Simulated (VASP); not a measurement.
# Nb (Im-3m) in VASP: notebook, part 2 of 2

VASP 6.6.1.

### 4 Single point, LDA (volume scaled by 1.04)

INCAR reads:

```
SYSTEM = Nb
PREC = Accurate
ENCUT = 500
EDIFF = 1E-6
ISMEAR = -1
SIGMA = 0.05
LREAL = .False.
LASPH = .True.
NELM = 120
ALGO = Normal
ISIF = 2
LWAVE = .False.
LCHARG = .False.
GGA = CA
NBANDS = 12
GGA_COMPAT = .False.
```

KPOINTS reads:

```
regular mesh
0
Gamma
  11 11 11
  0 0 0
```

POSCAR reads:

```
Nb
1.0
   -1.6858465900      1.6858465900      1.6858465900
    1.6858465900     -1.6858465900      1.6858465900
    1.6858465900      1.6858465900     -1.6858465900
Nb
1
Direct
    0.0000000000      0.0000000000      0.0000000000
```

Potentials or basis: VASP PAW LDA potentials, release 64 (Nb_sv).

The run is started by

```console
cat potpaw_LDA.64/Nb_sv/POTCAR > POTCAR
mpirun -np 1 vasp_std > vasp.out
```

OUTCAR:

```text
SYSTEM = Nb
   PREC = Accurate
   ENCUT = 500
   EDIFF = 1E-6
   ISMEAR = -1
   LREAL = .False.
   LASPH = .True.
   NELM = 120
   ISIF = 2
   GGA = CA

 ion  position               nearest neighbor table
   1  0.000  0.000  0.000-

  LATTYP: Found a body centered cubic cell.
 ALAT       =     3.3716931800

  Lattice vectors:

 A1 = (  -1.6858465900,   1.6858465900,   1.6858465900)
 A2 = (   1.6858465900,  -1.6858465900,   1.6858465900)
[... 539 lines left out ...]
     12      22.3210      0.00000

 [... further k-points ...]

------------------------ aborting loop because EDIFF is reached ----------------------------------------

  FORCE on cell =-STRESS in cart. coord.  units (eV):
  Direction    XX          YY          ZZ          XY          YZ          ZX
  --------------------------------------------------------------------------------------
  -------------------------------------------------------------------------------------
  Total       -2.0447807     -2.0447807     -2.0447807     -0.0000000      0.0000000     -0.0000000
  in kB     -170.9397942   -170.9397942   -170.9397942     -0.0000000      0.0000000     -0.0000000
  external PRESSURE =    -170.9397942 kB  Pullay stress =       0.0000000 kB

 VOLUME and BASIS-vectors are now :
 -----------------------------------------------------------------------------
  energy-cutoff  :      500.00
  volume of cell :       19.17
      direct lattice vectors                 reciprocal lattice vectors
    -1.685846590  1.685846590  1.685846590     0.000000000  0.296586892  0.296586892
     1.685846590 -1.685846590  1.685846590     0.296586892  0.000000000  0.296586892
     1.685846590  1.685846590 -1.685846590     0.296586892  0.296586892  0.000000000

 POSITION                                       TOTAL-FORCE (eV/Angst)
 -----------------------------------------------------------------------------------
      0.00000      0.00000      0.00000        -0.000000      0.000000      0.000000
 -----------------------------------------------------------------------------------
    total drift:                                0.000000      0.000000     -0.000000

  FREE ENERGIE OF THE ION-ELECTRON SYSTEM (eV)
  ---------------------------------------------------
  free  energy   TOTEN  =       -11.1369176847 eV

  energy  without entropy=      -11.1223153217  energy(sigma->0) =      -11.12961650
```

OSZICAR:

```text
N       E                     dE             d eps       ncg     rms          rms(c)
DAV:   1     0.117586211445E+03    0.11759E+03   -0.69378E+03  1344   0.104E+03
DAV:   2    -0.628529367897E+01   -0.12387E+03   -0.11922E+03  1500   0.401E+02
DAV:   3    -0.113215029725E+02   -0.50362E+01   -0.47296E+01  2032   0.696E+01
DAV:   4    -0.116598801904E+02   -0.33838E+00   -0.33530E+00  1980   0.154E+01
DAV:   5    -0.116727543624E+02   -0.12874E-01   -0.12870E-01  1980   0.240E+00    0.651E+00
DAV:   6    -0.111944657822E+02    0.47829E+00   -0.68671E-01  2176   0.105E+01    0.220E+00
DAV:   7    -0.111352359131E+02    0.59230E-01   -0.17523E-01  2216   0.512E+00    0.888E-01
DAV:   8    -0.111368865652E+02   -0.16507E-02   -0.10663E-02  1684   0.133E+00    0.647E-02
DAV:   9    -0.111369133434E+02   -0.26778E-04   -0.86695E-04  2296   0.319E-01    0.259E-02
DAV:  10    -0.111369195955E+02   -0.62521E-05   -0.12107E-05  1700   0.402E-02    0.129E-02
DAV:  11    -0.111369177552E+02    0.18403E-05   -0.46726E-06  1752   0.346E-02    0.285E-03
DAV:  12    -0.111369176847E+02    0.70465E-07   -0.19852E-07   972   0.766E-03
   1 F= -.11136918E+02 E0= -.11129617E+02  d E =-.146024E-01
```

Wall time 16 s (1 thread of Intel Xeon 8259CL, shared host); peak memory 0.13 GiB.

What came out:

```
Free energy : -11.1369 eV
Pressure    : -17.1 GPa
```

Levels at points of the mesh, in eV from the Fermi level:
| k point | band 3 | band 4 | band 5 | band 6 | band 7 | band 8 | band 9 | band 10 |
| --- | --- | --- | --- | --- | --- | --- | --- | --- |
| (0.00, 0.00, 0.00) | -29.69 | -29.69 | -5.76 | 0.38 | 0.38 | 0.38 | 3.08 | 3.08 |

### 5 Single point, LDA (volume scaled by 1.06)

INCAR reads:

```
PREC = Accurate ; ENCUT = 500
EDIFF = 1E-6 ; ISMEAR = -1
SIGMA = 0.05 ; LREAL = F
LASPH = T ; NELM = 120
ALGO = Normal ; ISIF = 2
LWAVE = F ; LCHARG = T
LELF = T ; LVHAR = T
NBANDS = 12 ; GGA_COMPAT = F
```

KPOINTS reads:

```
Automatic mesh
0
Gamma
  11 11 11
```

POSCAR reads:

```
Nb
1.0
   -1.6965847559      1.6965847559      1.6965847559
    1.6965847559     -1.6965847559      1.6965847559
    1.6965847559      1.6965847559     -1.6965847559
Nb
1
Direct
    0.0000000000      0.0000000000      0.0000000000
```

The run is started by

```console
cat potpaw_LDA.64/Nb_sv/POTCAR > POTCAR
mpirun -np 1 vasp_std > vasp.out
```

Run time: 19 s. Hardware: 1 thread of Intel Xeon 8259CL, shared host; peak memory 0.13 GiB.

The run converged. Its results:

```
Free energy : -11.0953 eV
Pressure    : -19.4 GPa
```

Levels at points of the mesh, in eV from the Fermi level:
| k point | band 2 | band 3 | band 4 | band 5 | band 6 | band 7 | band 8 | band 9 | band 10 | band 11 |
| --- | --- | --- | --- | --- | --- | --- | --- | --- | --- | --- |
| (0.00, 0.00, 0.00) | -29.76 | -29.76 | -29.76 | -5.73 | 0.38 | 0.38 | 0.38 | 3.02 | 3.02 | 14.05 |

### 6 The runs side by side

| cell | gap on the mesh (eV) | pressure (GPa) |
| --- | --- | --- |
| a = 2.882 Å, angles 109.5°, 1 atom | none | -11.7 |
| a = 2.901 Å, angles 109.5°, 1 atom | none | -14.5 |
| a = 2.920 Å, angles 109.5°, 1 atom | none | -17.1 |
| a = 2.939 Å, angles 109.5°, 1 atom | none | -19.4 |

Alike in all rows: task single point; level LDA; potentials or basis VASP PAW LDA potentials, release 64 (Nb_sv); no spin polarisation; k mesh 11 × 11 × 11; cutoff (eV) 500; smearing fermi-dirac 0.05 eV.

Total energies depend on the potentials used, so only differences within one code and one set of settings carry meaning.
